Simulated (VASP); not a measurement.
# TiSe (P6_3/mmc) in VASP: a series of runs, part 2 of 2

VASP 6.6.1. Earlier steps stand in the parts before.

## Step 3: Single point, PBEsol, collinear spin (16.15 Å³/atom)

This run uses another cell than the first one, of 16.15 Å³/atom.

File INCAR:

```
ALGO = Normal
EDIFF = 1E-6
ENCUT = 520
GGA = PS
ISIF = 2
ISMEAR = 0
ISPIN = 2
LASPH = True
LCHARG = False
LMAXMIX = 4
LORBIT = 11
LREAL = False
LWAVE = False
MAGMOM = 0.05 0.05 0 0
NBANDS = 30
NELM = 150
PREC = Accurate
SIGMA = 0.05
```

File KPOINTS:

```
k-points
0
Gamma
  10 10 6
```

File POSCAR:

```
TiSe
1.0
    3.3285889869      0.0000000000      0.0000000000
   -1.6642944934      2.8826426214      0.0000000000
    0.0000000000      0.0000000000      6.7340755235
Ti Se
2 2
Direct
    0.0000000000      0.0000000000      0.0000000000
    0.0000000000      0.0000000000      0.5000000000
    0.3333333333      0.6666666667      0.2500000000
    0.6666666667      0.3333333333      0.7500000000
```

Potentials or basis: VASP PAW PBE potentials, release 64 (Ti_sv, Se).

Run with:

```bash
$ cat potpaw_PBE.64/Ti_sv/POTCAR potpaw_PBE.64/Se/POTCAR > POTCAR
$ mpirun -np 1 vasp_std > vasp.out
```

OUTCAR:

```text
EDIFF = 1E-6
   ENCUT = 520
   GGA = PS
   ISIF = 2
   ISMEAR = 0
   ISPIN = 2
   LASPH = True
   LORBIT = 11
   LREAL = False
   NELM = 150
   PREC = Accurate

 ion  position               nearest neighbor table
   1  0.000  0.000  0.000-   3 2.55   4 2.55   3 2.55   4 2.55   4 2.55   3 2.55
   2  0.000  0.000  0.500-   3 2.55   4 2.55   3 2.55   4 2.55   4 2.55   3 2.55
   3  0.333  0.667  0.250-   1 2.55   2 2.55   1 2.55   2 2.55   1 2.55   2 2.55
   4  0.667  0.333  0.750-   1 2.55   2 2.55   1 2.55   2 2.55   1 2.55   2 2.55

  LATTYP: Found a hexagonal cell.
 ALAT       =     3.3285889869
 C/A-ratio  =     2.0231021463

  Lattice vectors:

 A1 = (   3.3285889869,   0.0000000000,   0.0000000000)
 A2 = (  -1.6642944934,   2.8826426214,   0.0000000000)
 A3 = (   0.0000000000,   0.0000000000,   6.7340755235)

Analysis of symmetry for initial positions (statically):
=====================================================================
 Subroutine PRICEL returns:
 Original cell was already a primitive cell.

 Routine SETGRP: Setting up the symmetry group for a
 hexagonal supercell.

 Subroutine GETGRP returns: Found 24 space group operations
 (whereof 12 operations were pure point group operations)
 out of a pool of 24 trial point group operations.

The static configuration has the point symmetry D_3d.
 The point group associated with its full space group is D_6h.

Analysis of symmetry for dynamics (positions and initial velocities):
=====================================================================
 Subroutine PRICEL returns:
 Original cell was already a primitive cell.

 Routine SETGRP: Setting up the symmetry group for a
 hexagonal supercell.

 Subroutine GETGRP returns: Found 24 space group operations
 (whereof 12 operations were pure point group operations)
 out of a pool of 24 trial point group operations.

The dynamic configuration has the point symmetry D_3d.
 The point group associated with its full space group is D_6h.
[... 167 lines left out ...]
  energy without entropy =      -29.16842676  energy(sigma->0) =      -29.17035942

 E-fermi :   9.1486     XC(G=0): -11.7750

 val. band max:        9.1451401192   @ k =   0.1000   0.1000   0.0000
 cond. band min:       9.1686639850   @ k =   0.2000   0.2000   0.3333
 fundamental gap:      0.0235238658
 Fermi energy:         9.1485987028

 spin component 1

 k-point     1 :       0.0000    0.0000    0.0000
  band No.  band energies     occupation
      1     -47.8602      1.00000
      2     -47.8514      1.00000
      3     -24.4182      1.00000
      4     -24.2816      1.00000
      5     -24.1728      1.00000
      6     -24.1728      1.00000
[... 781 lines left out ...]
     29      15.3965      0.00000
     30      16.3626      0.00000

 [... further k-points ...]

 spin component 2

 k-point     1 :       0.0000    0.0000    0.0000
  band No.  band energies     occupation
      1     -47.8602      1.00000
      2     -47.8514      1.00000
      3     -24.4183      1.00000
      4     -24.2816      1.00000
      5     -24.1728      1.00000
      6     -24.1728      1.00000
[... 781 lines left out ...]
     29      15.3965      0.00000
     30      16.3625      0.00000

 [... further k-points ...]

------------------------ aborting loop because EDIFF is reached ----------------------------------------

  FORCE on cell =-STRESS in cart. coord.  units (eV):
  Direction    XX          YY          ZZ          XY          YZ          ZX
  --------------------------------------------------------------------------------------
  -------------------------------------------------------------------------------------
  Total        1.1433080      1.1433080      1.1628942      0.0000000     -0.0000000      0.0000000
  in kB       28.3494661     28.3494661     28.8351239      0.0000000     -0.0000000      0.0000000
  external PRESSURE =      28.5113520 kB  Pullay stress =       0.0000000 kB

 VOLUME and BASIS-vectors are now :
 -----------------------------------------------------------------------------
  energy-cutoff  :      520.00
  volume of cell :       64.61
      direct lattice vectors                 reciprocal lattice vectors
     3.328588987  0.000000000  0.000000000     0.300427600  0.173451956  0.000000000
    -1.664294493  2.882642621  0.000000000     0.000000000  0.346903911  0.000000000
     0.000000000  0.000000000  6.734075523     0.000000000  0.000000000  0.148498483

 POSITION                                       TOTAL-FORCE (eV/Angst)
 -----------------------------------------------------------------------------------
      0.00000      0.00000      0.00000         0.000000     -0.000000     -0.000000
      0.00000      0.00000      3.36704         0.000000     -0.000000     -0.000000
     -0.00000      1.92176      1.68352        -0.000000      0.000000      0.000000
      1.66429      0.96088      5.05056         0.000000     -0.000000      0.000000
 -----------------------------------------------------------------------------------
    total drift:                               -0.000000      0.000000      0.000000

  FREE ENERGIE OF THE ION-ELECTRON SYSTEM (eV)
  ---------------------------------------------------
  free  energy   TOTEN  =       -29.1722920697 eV

  energy  without entropy=      -29.1684267649  energy(sigma->0) =      -29.17035942

 total charge

# of ion       s       p       d       tot
------------------------------------------
    1        2.152   6.128   2.053  10.333
    2        2.152   6.128   2.053  10.333
    3        1.434   2.468   0.092   3.994
    4        1.434   2.468   0.092   3.994
--------------------------------------------------
tot          7.171  17.191   4.291  28.654

 magnetization (x)

# of ion       s       p       d       tot
------------------------------------------
    1        0.000   0.000  -0.000  -0.000
    2        0.000   0.000  -0.000  -0.000
    3       -0.000  -0.000  -0.000  -0.000
    4       -0.000  -0.000  -0.000  -0.000
--------------------------------------------------
tot          0.000  -0.000  -0.000  -0.000
```

OSZICAR:

```text
N       E                     dE             d eps       ncg     rms          rms(c)
DAV:   1     0.405089786530E+03    0.40509E+03   -0.16663E+04  6720   0.132E+03
DAV:   2     0.113520240331E+02   -0.39374E+03   -0.37750E+03  6816   0.406E+02
DAV:   3    -0.293071294139E+02   -0.40659E+02   -0.39593E+02  9718   0.119E+02
DAV:   4    -0.320713166482E+02   -0.27642E+01   -0.27308E+01  9652   0.258E+01
DAV:   5    -0.321619134611E+02   -0.90597E-01   -0.90579E-01  8580   0.396E+00    0.164E+01
DAV:   6    -0.292708745748E+02    0.28910E+01   -0.10993E+01  8500   0.307E+01    0.461E+00
DAV:   7    -0.291959432358E+02    0.74931E-01   -0.10627E+00  8104   0.931E+00    0.368E+00
DAV:   8    -0.291772580675E+02    0.18685E-01   -0.15655E-01  8530   0.298E+00    0.107E+00
DAV:   9    -0.291719366256E+02    0.53214E-02   -0.27523E-02  8080   0.162E+00    0.358E-01
DAV:  10    -0.291723504036E+02   -0.41378E-03   -0.14107E-03  8726   0.267E-01    0.207E-01
DAV:  11    -0.291723093134E+02    0.41090E-04   -0.44340E-04  8910   0.150E-01    0.417E-02
DAV:  12    -0.291722918100E+02    0.17503E-04   -0.76553E-05  8656   0.527E-02    0.209E-02
DAV:  13    -0.291722920697E+02   -0.25969E-06   -0.39954E-06  7718   0.144E-02
   1 F= -.29172292E+02 E0= -.29170359E+02  d E =-.386530E-02  mag=     0.0000
```

stdout:

```text
POSCAR found type information on POSCAR TiSe
 POSCAR found :  2 types and       4 ions
 scaLAPACK will be used
 -----------------------------------------------------------------------------
|                                                                             |
|                                                                             |
|     You enforced a specific xc type in the INCAR file but a different       |
|     I HOPE YOU KNOW WHAT YOU ARE DOING!                                     |
|                                                                             |
 -----------------------------------------------------------------------------

 LDA part: xc-table for (Slater+PW92), standard interpolation
 POSCAR, INCAR and KPOINTS ok, starting setup
 FFT: planning ... GRIDC
 FFT: planning ... GRID_SOFT
 FFT: planning ... GRID
 WAVECAR not read
 entering main loop
```

Run time: 96 s. Hardware: 1 thread of Intel Xeon 6975P-C (Granite Rapids), shared host; peak memory 0.32 GiB.

Results:

```
Free energy                                           : -29.1723 eV
Pressure                                              : 2.9 GPa
Band gap on the k mesh                                : zero (filled and empty bands overlap)
Net moment                                            : 0.00 μB per cell
Valence electrons inside the program's atomic spheres : Ti 10.33; Se 3.99
```

Levels at points of the mesh, in eV from the Fermi level:
Spin up:
```csv
k point,band 14,band 15,band 16,band 17,band 18,band 19,band 20,band 21,band 22,band 23
"(0.00, 0.00, 0.00)",-3.09,-2.17,-0.67,-0.67,-0.19,-0.19,0.07,0.07,1.17,1.17
"(0.50, 0.00, 0.00)",-4.69,-3.93,-2.51,-1.95,-1.03,0.62,1.78,1.89,1.90,2.04
"(0.00, 0.00, 0.50)",-2.45,-2.45,-2.45,-0.08,-0.08,0.44,0.44,0.44,0.44,2.54
"(0.50, 0.00, 0.50)",-4.86,-3.37,-3.37,-1.31,-1.31,1.69,1.69,1.84,1.84,2.29
```
Spin down:
| k point | band 16 | band 17 | band 18 | band 19 | band 20 | band 21 |
| --- | --- | --- | --- | --- | --- | --- |
| (0.00, 0.00, 0.00) | -0.67 | -0.67 | -0.19 | -0.19 | 0.07 | 0.07 |
| (0.50, 0.00, 0.00) | -2.51 | -1.95 | -1.03 | 0.62 | 1.78 | 1.89 |
| (0.00, 0.00, 0.50) | -2.45 | -0.08 | -0.08 | 0.44 | 0.44 | 0.44 |
| (0.50, 0.00, 0.50) | -3.37 | -1.31 | -1.31 | 1.69 | 1.69 | 1.84 |

Caveat: the PAW data sets were made with another functional, which shifts forces and pressure a little.

## Step 4: Single point, PBEsol, collinear spin

This run uses another cell than the first one, of 16.48 Å³/atom.

Edit INCAR of step 3 so:

```diff
@@ -1,3 +1,3 @@
 ALGO = Normal
-EDIFF = 1E-6
+EDIFF = 1E-7
 ENCUT = 520
```

KPOINTS is that of step 3.

File POSCAR:

```
TiSe
1.0
    3.3568700233      0.0000000000      0.0000000000
   -1.6784350116      2.9071347174      0.0000000000
    0.0000000000      0.0000000000      6.7562109192
Ti Se
2 2
Direct
    0.0000000000      0.0000000000      0.0000000000
    0.0000000000      0.0000000000      0.5000000000
    0.3333333333      0.6666666667      0.2500000000
    0.6666666667      0.3333333333      0.7500000000
```

Run with:

```bash
$ cat potpaw_PBE.64/Ti_sv/POTCAR potpaw_PBE.64/Se/POTCAR > POTCAR
$ mpirun -np 1 vasp_std > vasp.out
```

Wall time 1.8 min (1 thread of Intel Xeon 6975P-C (Granite Rapids), shared host); peak memory 0.32 GiB.

Results (log left out):

```
Free energy                                           : -29.1857 eV
Pressure                                              : 0.3 GPa
Band gap on the k mesh                                : zero (filled and empty bands overlap)
Net moment                                            : 0.00 μB per cell
Valence electrons inside the program's atomic spheres : Ti 10.31; Se 3.98
```

Levels at points of the mesh, in eV from the Fermi level:
Spin up:
| k point | band 15 | band 16 | band 17 | band 18 | band 19 | band 20 | band 21 | band 22 |
| --- | --- | --- | --- | --- | --- | --- | --- | --- |
| (0.00, 0.00, 0.00) | -2.10 | -0.75 | -0.75 | -0.19 | -0.19 | 0.06 | 0.06 | 1.13 |
| (0.50, 0.00, 0.00) | -3.91 | -2.54 | -1.90 | -0.98 | 0.60 | 1.70 | 1.83 | 1.85 |
| (0.00, 0.00, 0.50) | -2.47 | -2.47 | -0.07 | -0.07 | 0.41 | 0.41 | 0.41 | 0.41 |
| (0.50, 0.00, 0.50) | -3.36 | -3.36 | -1.27 | -1.27 | 1.64 | 1.64 | 1.77 | 1.77 |
Spin down:
```tsv
k point	band 15	band 16	band 17	band 18	band 19	band 20	band 21	band 22
(0.00, 0.00, 0.00)	-2.10	-0.75	-0.75	-0.19	-0.19	0.06	0.06	1.13
(0.50, 0.00, 0.00)	-3.91	-2.54	-1.90	-0.98	0.60	1.70	1.83	1.85
(0.00, 0.00, 0.50)	-2.47	-2.47	-0.07	-0.07	0.41	0.41	0.41	0.41
(0.50, 0.00, 0.50)	-3.36	-3.36	-1.27	-1.27	1.64	1.64	1.77	1.77
```

Caveat: the PAW data sets were made with another functional, which shifts forces and pressure a little.

## Step 5: The runs side by side

```tsv
cell	gap on the mesh (eV)	pressure (GPa)	moment (μB)
a = 3.300, b = 3.300, c = 6.711 Å, angles 90.0, 90.0, 120.0°, 4 atoms	none	5.8	0.00
a = 3.329, b = 3.329, c = 6.734 Å, angles 90.0, 90.0, 120.0°, 4 atoms	none	2.9	0.00
a = 3.357, b = 3.357, c = 6.756 Å, angles 90.0, 90.0, 120.0°, 4 atoms	none	0.3	0.00
```

Alike in all rows: task single point; level PBEsol; potentials or basis VASP PAW PBE potentials, release 64 (Ti_sv, Se); spin collinear; k mesh 10 × 10 × 6; cutoff (eV) 520; smearing gaussian 0.05 eV.

Caveats: the PAW data sets were made with another functional, which shifts forces and pressure a little; the cell stands under pressure (at least some runs).

Absolute energies hang on the potentials; compare differences alone.

The gap in the log of VASP goes by the Fermi energy; the results here count the filled bands.